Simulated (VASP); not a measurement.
# V in VASP: notebook, part 2 of 2

VASP 6.6.1.

**3. Single point, HSE06, collinear spin, ferromagnetic start**

POSCAR reads:

```
V
1.0
   14.0000000000      0.0000000000      0.0000000000
    0.0000000000     14.4000000000      0.0000000000
    0.0000000000      0.0000000000     14.8000000000
V
1
Direct
    0.5000000000      0.5000000000      0.5000000000
```

INCAR.step1 reads:

```
PREC     = Accurate       # precision mode
ENCUT    = 400            # plane-wave cutoff, eV
EDIFF    = 1E-5           # SCF threshold, eV
ISMEAR   = -1             # smearing method
SIGMA    = 0.01           # smearing width, eV
LREAL    = F              # projectors in reciprocal space
LASPH    = T              # aspherical terms in the spheres
NELM     = 200            # most SCF steps
ALGO     = Normal         # electronic algorithm
ISIF     = 2              # what is computed and relaxed
LWAVE    = T              # write WAVECAR
LCHARG   = F              # write CHGCAR
ISPIN    = 2              # spin polarisation
MAGMOM   = 5              # initial moments
LORBIT   = 11             # projections on sites
LMAXMIX  = 4              # l up to which the mixer works
GGA      = PE             # functional
ISYM     = 0            
NBANDS   = 16             # bands
GGA_COMPAT= F
```

INCAR.step2 reads:

```
PREC     = Accurate       # precision mode
ENCUT    = 400            # plane-wave cutoff, eV
EDIFF    = 1E-6           # SCF threshold, eV
ISMEAR   = -1             # smearing method
SIGMA    = 0.01           # smearing width, eV
LREAL    = F              # projectors in reciprocal space
LASPH    = T              # aspherical terms in the spheres
NELM     = 200            # most SCF steps
ALGO     = Normal         # electronic algorithm
ISIF     = 2              # what is computed and relaxed
LWAVE    = F              # write WAVECAR
LCHARG   = F              # write CHGCAR
ISPIN    = 2              # spin polarisation
MAGMOM   = 5              # initial moments
LORBIT   = 11             # projections on sites
LMAXMIX  = 4              # l up to which the mixer works
GGA      = PE             # functional
LHFCALC  = T              # exact exchange
HFSCREEN = 0.2079         # screening, 1/A
PRECFOCK = Normal       
ISTART   = 1            
ISYM     = 0            
NBANDS   = 16             # bands
GGA_COMPAT= F
```

KPOINTS reads:

```
Automatic mesh
0
Gamma
  1 1 1
```

Potentials or basis: VASP PAW PBE potentials, release 64 (V_sv).

On the command line:

```bash
> cat potpaw_PBE.64/V_sv/POTCAR > POTCAR
> cp INCAR.step1 INCAR
> mpirun -np 1 vasp_gam > vasp.out
> cp INCAR.step2 INCAR
> mpirun -np 1 vasp_gam > vasp.out
```

OUTCAR:

```text
PREC = Accurate
   ENCUT = 400
   EDIFF = 1E-6
   ISMEAR = -1
   LREAL = F
   LASPH = T
   NELM = 200
   ISIF = 2
   ISPIN = 2
   LORBIT = 11
   GGA = PE
   LHFCALC = T
   HFSCREEN = 0.2079
   PRECFOCK = Normal
   ISTART = 1
   ISYM = 0

 ion  position               nearest neighbor table
   1  0.500  0.500  0.500-

IMPORTANT INFORMATION: All symmetrisations will be switched off!
NOSYMM: (Re-)initialisation of all symmetry stuff for point group C_1.

----------------------------------------------------------------------------------------

                                     Primitive cell

  volume of cell :    2983.6800

  direct lattice vectors                    reciprocal lattice vectors
    14.000000000  0.000000000  0.000000000     0.071428571  0.000000000  0.000000000
     0.000000000 14.400000000  0.000000000     0.000000000  0.069444444  0.000000000
     0.000000000  0.000000000 14.800000000     0.000000000  0.000000000  0.067567568

  length of vectors
    14.000000000 14.400000000 14.800000000     0.071428571  0.069444444  0.067567568

  position of ions in fractional coordinates (direct lattice)
     0.500000000  0.500000000  0.500000000

  ion indices of the primitive-cell ions
   primitive index   ion index
                 1           1

----------------------------------------------------------------------------------------

 KPOINTS: Automatic mesh

Automatic generation of k-mesh.
 Grid dimensions read from file:
 generate k-points for:    1    1    1

 Generating k-lattice:

  Cartesian coordinates                     Fractional coordinates (reciprocal lattice)
[... 67 lines left out ...]
   NKREDZ  =     1    reduce k-point grid by
   AEXX    =    0.2500 exact exchange contribution
   HFSCREEN=    0.2079 screening length (either q_TF or 0.3 A-1)
   HFSCREENC=   0.2079 screening length for correlation (either q_TF or 0.3 A-1)
   ENCUTFOCK=  -1.0 apply spherical cutoff to Coloumb kernel
   IVDW    =     0    specifies the selected vdW correction
   LEPSILON=     F    determine dielectric tensor
   LRPA    =     F    only Hartree local field effects (RPA)
 spin polarized calculation
  energy-cutoff  :      400.00
  volume of cell :     2983.68
 maximum number of plane-waves:     27122
 NGX is ok and might be reduce to    90
  NGX = 70; NGY = 72; NGZ = 80

 number of electron      13.0000004 magnetization       4.9999997

 Free energy of the ion-electron system (eV)
  ---------------------------------------------------
  ext. energy  EPLUGINS =         0.00000000
  ---------------------------------------------------
  free energy    TOTEN  =        -7.32369294 eV

  energy without entropy =       -7.32369294  energy(sigma->0) =       -7.32369294

 E-fermi :  -3.2227     XC(G=0):  -0.2722

 val. band max:       -3.6856591058   @ k =   0.0000   0.0000   0.0000
 cond. band min:      -0.9967464006   @ k =   0.0000   0.0000   0.0000
 fundamental gap:      2.6889127052
 Fermi energy:        -3.2226509430

 spin component 1

 k-point     1 :       0.0000    0.0000    0.0000
  band No.  band energies     occupation
      1     -71.4709      1.00000
      2     -44.1566      1.00000
      3     -44.0184      1.00000
      4     -44.0177      1.00000
      5      -4.3585      1.00000
      6      -4.3559      1.00000
[... 8 lines left out ...]
     15       0.4874      0.00000
     16       0.4926      0.00000
 Fermi energy:        -3.2226509430

 spin component 2

 k-point     1 :       0.0000    0.0000    0.0000
  band No.  band energies     occupation
      1     -67.4830      1.00000
      2     -40.6344      1.00000
      3     -39.2767      1.00000
      4     -39.2726      1.00000
      5      -0.9945      0.00000
      6       0.1405      0.00000
[... 8 lines left out ...]
     15       1.3600      0.00000
     16       1.3823      0.00000

------------------------ aborting loop because EDIFF is reached ----------------------------------------

  FORCE on cell =-STRESS in cart. coord.  units (eV):
  Direction    XX          YY          ZZ          XY          YZ          ZX
  --------------------------------------------------------------------------------------
  -------------------------------------------------------------------------------------
  Total       -0.1390816     -0.1383012     -0.1582744     -0.0005620     -0.0031565     -0.0038480
  in kB       -0.0746841     -0.0742650     -0.0849903     -0.0003018     -0.0016950     -0.0020663
  external PRESSURE =      -0.0779798 kB  Pullay stress =       0.0000000 kB

 VOLUME and BASIS-vectors are now :
 -----------------------------------------------------------------------------
  energy-cutoff  :      400.00
  volume of cell :     2983.68
      direct lattice vectors                 reciprocal lattice vectors
    14.000000000  0.000000000  0.000000000     0.071428571  0.000000000  0.000000000
     0.000000000 14.400000000  0.000000000     0.000000000  0.069444444  0.000000000
     0.000000000  0.000000000 14.800000000     0.000000000  0.000000000  0.067567568

 POSITION                                       TOTAL-FORCE (eV/Angst)
 -----------------------------------------------------------------------------------
      7.00000      7.20000      7.40000         0.000002     -0.000000      0.000002
 -----------------------------------------------------------------------------------
    total drift:                                0.000002     -0.000000      0.000002

  FREE ENERGIE OF THE ION-ELECTRON SYSTEM (eV)
  ---------------------------------------------------
  free  energy   TOTEN  =        -7.3236929390 eV

  energy  without entropy=       -7.3236929390  energy(sigma->0) =       -7.32369294

 total charge

# of ion       s       p       d       tot
------------------------------------------
    1        2.205   5.959   3.332  11.496

 magnetization (x)

# of ion       s       p       d       tot
------------------------------------------
    1        0.208   0.003   3.331   3.542
```

OUTCAR.step1:

```text
PREC = Accurate
   ENCUT = 400
   EDIFF = 1E-5
   ISMEAR = -1
   LREAL = F
   LASPH = T
   NELM = 200
   ISIF = 2
   ISPIN = 2
   LORBIT = 11
   GGA = PE
   ISYM = 0
[... 196 lines left out ...]
    total drift:                               -0.000000      0.000000     -0.000000

  FREE ENERGIE OF THE ION-ELECTRON SYSTEM (eV)
  ---------------------------------------------------
  free  energy   TOTEN  =        -3.6292964523 eV

  energy  without entropy=       -3.6229717982  energy(sigma->0) =       -3.62613413

 total charge

# of ion       s       p       d       tot
------------------------------------------
    1        2.218   5.954   3.278  11.449

 magnetization (x)

# of ion       s       p       d       tot
------------------------------------------
    1        0.222   0.004   3.277   3.503
```

OSZICAR.step1:

```text
N       E                     dE             d eps       ncg     rms          rms(c)
DAV:   1     0.711245982584E+02    0.71125E+02   -0.51196E+03    96   0.346E+02
DAV:   2     0.901879459068E+01   -0.62106E+02   -0.60720E+02    88   0.124E+02
[... 48 lines left out ...]
DAV:  51    -0.362906826824E+01   -0.22835E-03   -0.10020E-05    64   0.209E-02    0.154E-02
DAV:  52    -0.362922789224E+01   -0.15962E-03   -0.39069E-06    72   0.168E-02    0.158E-02
DAV:  53    -0.362926238923E+01   -0.34497E-04   -0.31522E-06    80   0.170E-02    0.697E-03
DAV:  54    -0.362927978891E+01   -0.17400E-04   -0.74419E-07    64   0.683E-03    0.601E-03
DAV:  55    -0.362929120456E+01   -0.11416E-04   -0.51243E-07    72   0.493E-03    0.417E-03
DAV:  56    -0.362929645228E+01   -0.52477E-05   -0.18784E-07    64   0.313E-03
   1 F= -.36292965E+01 E0= -.36261341E+01  d E =-.632465E-02  mag=     5.0000
```

It took 36 min on 1 thread of Intel Xeon Platinum 8375C at 2.90GHz (Ice Lake), shared host; peak memory 2.2 GiB.

What came out:

| Item | Value |
| --- | --- |
| Free energy | -7.3237 eV |
| Pressure | 0.0 GPa |
| Band gap on the k mesh | 2.69 eV |
| Net moment | 5.00 μB per cell |
| Site moments | V +3.54 μB |
| Valence electrons inside the program's atomic spheres | V 11.50 |

Caveat: the PAW data sets were made with another functional, which shifts forces and pressure a little.

**4. Single point, PBE0, collinear spin, ferromagnetic start**

POSCAR is that of step 3.

INCAR.step1 reads:

```
PREC = Accurate ; ENCUT = 400
EDIFF = 1E-5 ; ISMEAR = -1
SIGMA = 0.01 ; LREAL = F
LASPH = T ; NELM = 200
ALGO = Normal ; ISIF = 2
LWAVE = T ; ISPIN = 2
MAGMOM = 5 ; LORBIT = 11
LMAXMIX = 4 ; GGA = PE
ISYM = 0 ; NBANDS = 16
GGA_COMPAT = F
```

INCAR.step2 reads:

```
PREC = Accurate ; ENCUT = 400
EDIFF = 1E-6 ; ISMEAR = -1
SIGMA = 0.01 ; LREAL = F
LASPH = T ; NELM = 200
ALGO = Normal ; ISIF = 2
LWAVE = F ; LCHARG = T
ISPIN = 2 ; MAGMOM = 5
LORBIT = 11 ; LMAXMIX = 4
GGA = PE ; LHFCALC = T
AEXX = 0.25 ; PRECFOCK = Normal
LELF = T ; LVHAR = T
ISTART = 1 ; ISYM = 0
NBANDS = 16 ; GGA_COMPAT = F
```

KPOINTS reads:

```
regular mesh
0
Gamma
  1 1 1
```

Potentials or basis: VASP PAW PBE potentials, release 64 (V_sv).

On the command line:

```bash
> cat potpaw_PBE.64/V_sv/POTCAR > POTCAR
> cp INCAR.step1 INCAR
> mpirun -np 1 vasp_gam > vasp.out
> cp INCAR.step2 INCAR
> mpirun -np 1 vasp_gam > vasp.out
```

OUTCAR:

```text
PREC = Accurate
   ENCUT = 400
   EDIFF = 1E-6
   ISMEAR = -1
   LREAL = F
   LASPH = T
   NELM = 200
   ISIF = 2
   ISPIN = 2
   LORBIT = 11
   GGA = PE
   LHFCALC = T
   AEXX = 0.25
   PRECFOCK = Normal
   ISTART = 1
   ISYM = 0

 ion  position               nearest neighbor table
   1  0.500  0.500  0.500-

IMPORTANT INFORMATION: All symmetrisations will be switched off!
NOSYMM: (Re-)initialisation of all symmetry stuff for point group C_1.

----------------------------------------------------------------------------------------

                                     Primitive cell

  volume of cell :    2983.6800

  direct lattice vectors                    reciprocal lattice vectors
    14.000000000  0.000000000  0.000000000     0.071428571  0.000000000  0.000000000
     0.000000000 14.400000000  0.000000000     0.000000000  0.069444444  0.000000000
     0.000000000  0.000000000 14.800000000     0.000000000  0.000000000  0.067567568

  length of vectors
    14.000000000 14.400000000 14.800000000     0.071428571  0.069444444  0.067567568

  position of ions in fractional coordinates (direct lattice)
     0.500000000  0.500000000  0.500000000

  ion indices of the primitive-cell ions
   primitive index   ion index
                 1           1

----------------------------------------------------------------------------------------

 KPOINTS: regular mesh

Automatic generation of k-mesh.
 Grid dimensions read from file:
 generate k-points for:    1    1    1

 Generating k-lattice:

  Cartesian coordinates                     Fractional coordinates (reciprocal lattice)
     0.071428571  0.000000000  0.000000000     1.000000000  0.000000000  0.000000000
     0.000000000  0.069444444  0.000000000     0.000000000  1.000000000  0.000000000
     0.000000000  0.000000000  0.067567568     0.000000000  0.000000000  1.000000000

  Length of vectors
     0.071428571  0.069444444  0.067567568

  Shift w.r.t. Gamma in fractional coordinates (k-lattice)
     0.000000000  0.000000000  0.000000000

 Subroutine IBZKPT returns following result:
 ===========================================

 Found      1 irreducible k-points:

 Following reciprocal coordinates:
            Coordinates               Weight
  0.000000  0.000000  0.000000      1.000000
   k-points           NKPTS =      1   k-points in BZ     NKDIM =      1   number of bands    NBANDS=     16
   number of dos      NEDOS =    301   number of ions     NIONS =      1
   total plane-waves  NPLWV = 903168
   dimension x,y,z NGX =    96 NGY =   96 NGZ =   98
   dimension x,y,z NGXF=   192 NGYF=  192 NGZF=  196
   ions per type =               1
   NGX,Y,Z   is equivalent  to a cutoff of  11.40, 11.08, 11.01 a.u.
   NGXF,Y,Z  is equivalent  to a cutoff of  22.80, 22.17, 22.02 a.u.
 SYSTEM =  unknown system
   PREC   = accura    normal or accurate (medium, high low for compatibility)
   ISTART =      1    job   : 0-new  1-cont  2-samecut
   ICHARG =      0    charge: 1-file 2-atom 10-const
   ISPIN  =      2    spin polarized calculation?
   LNONCOLLINEAR =      F non collinear calculations
   LSORBIT =      F    spin-orbit coupling
   LASPH  =      T    aspherical Exc in radial PAW
   ENCUT  =  400.0 eV  29.40 Ry    5.42 a.u.  22.83 23.48 24.14*2*pi/ulx,y,z
   NELM   =    200;   NELMIN=  2; NELMDL=  0     # of ELM steps
   EDIFF  = 0.1E-05   stopping-criterion for ELM
   LREAL  =      F    real-space projection
   EDIFFG = 0.1E-04   stopping-criterion for IOM
   NSW    =      0    number of steps for IOM
   IBRION =     -1    ionic relax: 0-MD 1-quasi-New 2-CG
   NFREE  =      0    steps in history (QN), initial steepest desc. (CG)
   ISIF   =      2    stress and relaxation
   ISYM   =      0    0-nonsym 1-usesym 2-fastsym
   POTIM  = 0.5000    time-step for ionic-motion
   TEBEG  =    0.0;   TEEND  =   0.0 temperature during run
   PSTRESS=    0.0 pullay stress
   NELECT =      13.0000    total number of electrons
   NUPDOWN=      -1.0000    fix difference up-down
   EMIN   =  10.00;   EMAX   =-10.00  energy-range for DOS
   EFERMI =   0.00;   METHOD = LEGACY
   ISMEAR =    -1;   SIGMA  =   0.01  broadening in eV -4-tet -1-fermi 0-gaus
   EFERMI_NEDOS =   21; number of points for ismear=-14 and -15
   IALGO  =     38    algorithm
   IMIX   =      1    mixing-type and parameters
     AMIX     =   0.40;   BMIX     =  1.00
     AMIX_MAG =   1.60;   BMIX_MAG =  1.00
  volume/ion in A,a.u.               =    2983.68     20134.87
  Fermi-wavevector in a.u.,A,eV,Ry     =   0.267386  0.505286  0.972752  0.071495
  Thomas-Fermi vector in A             =   1.102613
   LORBIT       =     11    0 simple, 1 ext, 2 COOP (PROOUT), +10 PAW based schemes
   GGA     = PE    functional components
   LHFCALC =     T    Hartree Fock is set to
   PRECFOCK=normal    Normal, Fast or Accurate (Low or Medium for compatibility)
   ENCUT4O =  -1.0   cutoff for four orbital integrals eV
   NKREDX  =     1    reduce k-point grid by
   NKREDY  =     1    reduce k-point grid by
   NKREDZ  =     1    reduce k-point grid by
   AEXX    =    0.2500 exact exchange contribution
   HFSCREEN=    0.0000 screening length (either q_TF or 0.3 A-1)
   HFSCREENC=   0.0000 screening length for correlation (either q_TF or 0.3 A-1)
   ENCUTFOCK=  -1.0 apply spherical cutoff to Coloumb kernel
   IVDW    =     0    specifies the selected vdW correction
   LEPSILON=     F    determine dielectric tensor
   LRPA    =     F    only Hartree local field effects (RPA)
 spin polarized calculation
  energy-cutoff  :      400.00
  volume of cell :     2983.68
 maximum number of plane-waves:     27122
 NGX is ok and might be reduce to    90
  NGX = 70; NGY = 72; NGZ = 80

 number of electron      13.0000004 magnetization       4.9999997

 Free energy of the ion-electron system (eV)
  ---------------------------------------------------
  ext. energy  EPLUGINS =         0.00000000
  ---------------------------------------------------
  free energy    TOTEN  =        -8.49717725 eV

  energy without entropy =       -8.49717725  energy(sigma->0) =       -8.49717725

 E-fermi :  -3.7218     XC(G=0):  -0.2172

 val. band max:       -4.0962094755   @ k =   0.0000   0.0000   0.0000
 cond. band min:      -0.6907986981   @ k =   0.0000   0.0000   0.0000
 fundamental gap:      3.4054107774
 Fermi energy:        -3.7217687660

 spin component 1

 k-point     1 :       0.0000    0.0000    0.0000
  band No.  band energies     occupation
      1     -71.9088      1.00000
      2     -44.5823      1.00000
      3     -44.4457      1.00000
      4     -44.4451      1.00000
      5      -4.7690      1.00000
      6      -4.7668      1.00000
[... 8 lines left out ...]
     15       0.5754      0.00000
     16       0.5867      0.00000
 Fermi energy:        -3.7217687660

 spin component 2

 k-point     1 :       0.0000    0.0000    0.0000
  band No.  band energies     occupation
      1     -67.9253      1.00000
      2     -41.0674      1.00000
      3     -39.7105      1.00000
      4     -39.7070      1.00000
      5      -0.6908      0.00000
      6       0.1674      0.00000
[... 8 lines left out ...]
     15       1.4531      0.00000
     16       1.4533      0.00000

------------------------ aborting loop because EDIFF is reached ----------------------------------------

  FORCE on cell =-STRESS in cart. coord.  units (eV):
  Direction    XX          YY          ZZ          XY          YZ          ZX
  --------------------------------------------------------------------------------------
  -------------------------------------------------------------------------------------
  Total       -0.1613811     -0.1609867     -0.1795099     -0.0005126     -0.0030255     -0.0037677
  in kB       -0.0866585     -0.0864467     -0.0963933     -0.0002752     -0.0016247     -0.0020232
  external PRESSURE =      -0.0898328 kB  Pullay stress =       0.0000000 kB

 VOLUME and BASIS-vectors are now :
 -----------------------------------------------------------------------------
  energy-cutoff  :      400.00
  volume of cell :     2983.68
      direct lattice vectors                 reciprocal lattice vectors
    14.000000000  0.000000000  0.000000000     0.071428571  0.000000000  0.000000000
     0.000000000 14.400000000  0.000000000     0.000000000  0.069444444  0.000000000
     0.000000000  0.000000000 14.800000000     0.000000000  0.000000000  0.067567568

 POSITION                                       TOTAL-FORCE (eV/Angst)
 -----------------------------------------------------------------------------------
      7.00000      7.20000      7.40000        -0.000000     -0.000000     -0.000000
 -----------------------------------------------------------------------------------
    total drift:                               -0.000000     -0.000000     -0.000000

  FREE ENERGIE OF THE ION-ELECTRON SYSTEM (eV)
  ---------------------------------------------------
  free  energy   TOTEN  =        -8.4971772538 eV

  energy  without entropy=       -8.4971772538  energy(sigma->0) =       -8.49717725

 total charge

# of ion       s       p       d       tot
------------------------------------------
    1        2.205   5.959   3.331  11.494

 magnetization (x)

# of ion       s       p       d       tot
------------------------------------------
    1        0.208   0.003   3.330   3.540
```

Wall time 26 min (1 thread of Intel Xeon Platinum 8375C at 2.90GHz (Ice Lake), shared host); peak memory 2.1 GiB.

What came out:

* Free energy: -8.4972 eV
* Pressure: 0.0 GPa
* Band gap on the k mesh: 3.41 eV
* Net moment: 5.00 μB per cell
* Site moments: V +3.54 μB
* Valence electrons inside the program's atomic spheres: V 11.49

Caveat: the PAW data sets were made with another functional, which shifts forces and pressure a little.

**5. Overview**

```tsv
level	grid for exact exchange (PRECFOCK)	share of exact exchange	screening parameter	gap on the mesh (eV)	pressure (GPa)	moment (μB)
PBE	-	-	-	0.06	0.0	5.00
HSE06	Normal	0.25	0.2079 1/Å	2.69	0.0	5.00
PBE0	Normal	0.25	-	3.41	0.0	5.00
```

Alike in all rows: task single point; potentials or basis VASP PAW PBE potentials, release 64 (V_sv); spin collinear, ferromagnetic start; cell as given; k mesh 1 × 1 × 1; cutoff (eV) 400; smearing fermi-dirac 0.01 eV.

On the cell as given the gap runs from 0.06 eV (PBE) to 3.41 eV (PBE0).

Caveats: the PAW data sets were made with another functional, which shifts forces and pressure a little (at least some runs).

Absolute energies hang on the potentials; compare differences alone.
